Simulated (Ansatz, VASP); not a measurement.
## GePt: VASP beside Ansatz

Contents of INCAR:

```
PREC = Accurate
ENCUT = 520
EDIFF = 1E-6
ISMEAR = 0
SIGMA = 0.15
LREAL = F
LASPH = T
NELM = 100
ALGO = Fast
ISIF = 2
LWAVE = F
LCHARG = T
GGA = PS
LELF = T
LVHAR = T
NBANDS = 58
```

File KPOINTS:

```
Automatic mesh
0
Gamma
  8 10 8
```

POSCAR

```
GePt
1.0
    5.7406004132      0.0000000000      0.0000000000
    0.0000000000      3.7003359809      0.0000000000
    0.0000000000      0.0000000000      6.0924387782
Ge Pt
4 4
Direct
    0.8151594244      0.7500000000      0.5880228802
    0.1848405756      0.2500000000      0.4119771198
    0.6848405756      0.2500000000      0.0880228802
    0.3151594244      0.7500000000      0.9119771198
    0.9357138175      0.7500000000      0.2473019909
   -0.0627731187      0.2500000000      0.8649832563
    0.4372268813      0.2500000000      0.7473019909
    0.4357138175      0.7500000000      0.3649832563
```

Input for Ansatz:

```yaml
crystal:
  lattice:
    - [5.7406004132, 0.0, 0.0]
    - [0.0, 3.7003359809, 0.0]
    - [0.0, 0.0, 6.0924387782]
  atoms:
    - { symbol: Ge, position: [0.8151594244, 0.75, 0.5880228802] }
    - { symbol: Ge, position: [0.1848405756, 0.25, 0.4119771198] }
    - { symbol: Ge, position: [0.6848405756, 0.25, 0.0880228802] }
    - { symbol: Ge, position: [0.3151594244, 0.75, 0.9119771198] }
    - { symbol: Pt, position: [0.9357138175, 0.75, 0.2473019909] }
    - { symbol: Pt, position: [-0.0627731187, 0.25, 0.8649832563] }
    - { symbol: Pt, position: [0.4372268813, 0.25, 0.7473019909] }
    - { symbol: Pt, position: [0.4357138175, 0.75, 0.3649832563] }
basis:
  ecutwfc: 420
kpoints:
  mp_grid: { grid: [8, 10, 8] }
hamiltonian:
  xc: pbesol
scf:
  occupations: { method: gaussian, width: 0.15 }
output:
  forces: true
  stress: true
  eigenvalues: true
  write_density: true
  write_potential: true
  elf: true
  volumetric_format: npy
```

Change from the starting cell: all Pt atoms moved -0.500 Å, as atom 5 towards its neighbour atom 4 (Ge) at 2.486 Å.

Alike in both runs: task single point; functional PBEsol; k mesh 8 × 10 × 8; occupations gaussian, width 0.15 eV; no spin polarisation.

```csv
,VASP,Ansatz
version,VASP 6.6.1,Ansatz 0.2.0
potentials or method,"VASP PAW PBE potentials, release 64 (Ge_d, Pt), cutoff 520 eV","scalar-relativistic, plane waves, PAW"
valence electrons in the cell,96,128
```

```tsv
	VASP	Ansatz	Ansatz less VASP
gap on the k mesh at the Fermi level (eV)	none	none	-
pressure (GPa)	20.3	20.0	-0.30
traceless stress, the component that is largest in VASP (GPa)	-17.81	-17.52	+0.294
rms of the force components (eV/Å)	3.946	3.881	-0.0640
```

VASP's potentials were made for PBE, not for PBEsol. Atom by atom the forces differ by 0.065 eV/Å (rms over components). A gap of «none» marks a metal or a gap that the smearing closes. VASP's potentials hold 96 valence electrons a cell and Ansatz's 128, so a difference there can come from the potentials and not from the codes.

Neither program's run includes spin-orbit coupling.
